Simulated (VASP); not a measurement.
A run of VASP 6.6.1 is set up as follows.

File INCAR:

```
ALGO = Normal ; DIPOL = 0.5 0.5 0.337
EDIFF = 1E-6 ; ENCUT = 520
GGA = PE ; IDIPOL = 3
ISIF = 2 ; ISMEAR = 0
LASPH = True ; LCHARG = False
LDIPOL = True ; LREAL = False
LWAVE = False ; NBANDS = 38
NELM = 100 ; PREC = Accurate
SIGMA = 0.1
```

The input KPOINTS:

```
k-points
0
Gamma
  7 7 1
```

File POSCAR:

```
SiGe4
1.0
    4.0740542171      0.0000000000      0.0000000000
    0.0000000000      4.0740542171      0.0000000000
    0.0000000000      0.0000000000     19.8557569412
Ge Si
4 1
Direct
    0.0000000000      0.5000000000      0.2014529092
    0.0000000000      0.0000000000      0.2739958843
    0.5000000000      0.0000000000      0.3493666172
    0.5000000000      0.5000000000      0.4208228861
    1.0000000000      0.8750000000      0.4403967803
```

Potentials or basis: VASP PAW PBE potentials, release 64 (Ge_d, Si).

Run with:

```console
$ cat potpaw_PBE.64/Ge_d/POTCAR potpaw_PBE.64/Si/POTCAR > POTCAR
$ mpirun -np 1 vasp_std > vasp.out
```

Predict the largest force.

0.956 eV/Å.

Estimate the band gap on the k mesh.

zero (bands 30 and 31 overlap by 0.70 eV).

Forces in eV/Å, atoms in the order of the input:
```
Ge   0.000  0.071  0.169
Ge   0.000 -0.009 -0.350
Ge   0.000  0.510 -0.755
Ge   0.000 -0.002  0.956
Si   0.000 -0.569 -0.019
```
